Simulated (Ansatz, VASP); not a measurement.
# SiNi3 in VASP and in Ansatz

The input INCAR:

```
SYSTEM = SiNi3
PREC     = Accurate       ! precision mode
ENCUT    = 520            ! plane-wave cutoff, eV
EDIFF    = 1E-6           ! SCF threshold, eV
ISMEAR   = 0              ! smearing method
SIGMA    = 0.15           ! smearing width, eV
LREAL    = .FALSE.        ! projectors in reciprocal space
LASPH    = .TRUE.         ! aspherical terms in the spheres
NELM     = 80             ! most SCF steps
ALGO     = Fast           ! electronic algorithm
ISIF     = 2              ! what is computed and relaxed
LWAVE    = .FALSE.        ! write WAVECAR
LCHARG   = .TRUE.         ! write CHGCAR
GGA      = PS             ! functional
LELF     = .TRUE.         ! ELF
LVHAR    = .TRUE.       
NBANDS   = 25             ! bands
```

File KPOINTS:

```
regular mesh
0
G
  14 14 14
  0 0 0
```

File POSCAR:

```
SiNi3
1.0
    3.4612457436      0.0000000000      0.0000000000
    0.0000000000      3.7208391744      0.0000000000
    0.0000000000      0.0000000000      3.4612457436
Si Ni
1 3
Direct
    0.0000000000      0.0000000000      0.0000000000
    0.0000000000      0.5000000000      0.5000000000
    0.5000000000      0.0000000000      0.5000000000
    0.5000000000      0.5000000000      0.0000000000
```

Input for Ansatz:

```yaml
crystal:
  lattice:
    - [3.4612457436, 0.0, 0.0]
    - [0.0, 3.7208391744, 0.0]
    - [0.0, 0.0, 3.4612457436]
  atoms:
    - { symbol: Si, position: [0.0, 0.0, 0.0] }
    - { symbol: Ni, position: [0.0, 0.5, 0.5] }
    - { symbol: Ni, position: [0.5, 0.0, 0.5] }
    - { symbol: Ni, position: [0.5, 0.5, 0.0] }
basis:
  ecutwfc: 420
kpoints:
  mp_grid: { grid: [14, 14, 14] }
hamiltonian:
  xc: pbesol
scf:
  occupations: { method: gaussian, width: 0.15 }
output:
  forces: true
  stress: true
  eigenvalues: true
```

Change from the starting cell: strain +0.0750 x Voigt [0, 1, 0, 0, 0, 0], atoms carried along.

Alike in both runs: task single point; functional PBEsol; k mesh 14 × 14 × 14; occupations gaussian, width 0.15 eV; no spin polarisation.

```csv
,VASP,Ansatz
version,VASP 6.6.1,Ansatz 0.2.0
potentials or method,"VASP PAW PBE potentials, release 64 (Si, Ni), cutoff 520 eV","scalar-relativistic, plane waves, PAW"
valence electrons in the cell,34,58
```

|  | VASP | Ansatz | Ansatz less VASP |
| --- | --- | --- | --- |
| gap on the k mesh at the Fermi level (eV) | none | none | - |
| pressure (GPa) | -14.1 | -14.2 | -0.07 |
| traceless stress, the component that is largest in VASP (GPa) | -7.88 | -8.03 | -0.145 |

VASP's potentials were made for PBE, not for PBEsol. A gap of «none» marks a metal or a gap that the smearing closes. With one functional, cell and mesh, what is left measures potentials, basis and numerics. VASP's potentials hold 34 valence electrons a cell and Ansatz's 58, so a difference there can come from the potentials and not from the codes.
